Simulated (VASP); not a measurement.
A run of VASP 6.6.1 is set up as follows.

Contents of INCAR:

```
ALGO = Normal ; EDIFF = 1E-6
ENCUT = 700 ; GGA = PS
GGA_COMPAT = F ; ISIF = 2
ISMEAR = 0 ; LASPH = T
LCHARG = F ; LREAL = F
LWAVE = F ; NBANDS = 16
NELM = 120 ; PREC = Accurate
SIGMA = 0.15
```

File KPOINTS:

```
k-points
0
Gamma
  20 20 20
```

POSCAR

```
TaN
1.0
    0.0000000000      2.1438486919      2.2510411265
    2.1438486919      0.0000000000      2.2510411265
    2.1438486919      2.1438486919      0.0000000000
Ta N
1 1
Direct
    0.5000000000      0.5000000000      0.5000000000
    0.0000000000      0.0000000000      0.0000000000
```

Potentials or basis: VASP PAW PBE potentials, release 64 (Ta_sv_GW, N).

Run with:

```bash
$ cat potpaw_PBE.64/Ta_sv_GW/POTCAR potpaw_PBE.64/N/POTCAR > POTCAR
$ mpirun -np 1 vasp_std > vasp.out
```

(1) What does it give for the band gap on the k mesh?

(2) Estimate the pressure.

Answers

(1) zero (bands 9 and 10 overlap by 3.97 eV).

(2) 6.7 GPa.

Caveat: the stress differs along the axes, from -12 to 16 GPa; the PAW data sets were made with another functional, which shifts forces and pressure a little; spin-orbit coupling is left out, which moves the levels of the heavy elements.
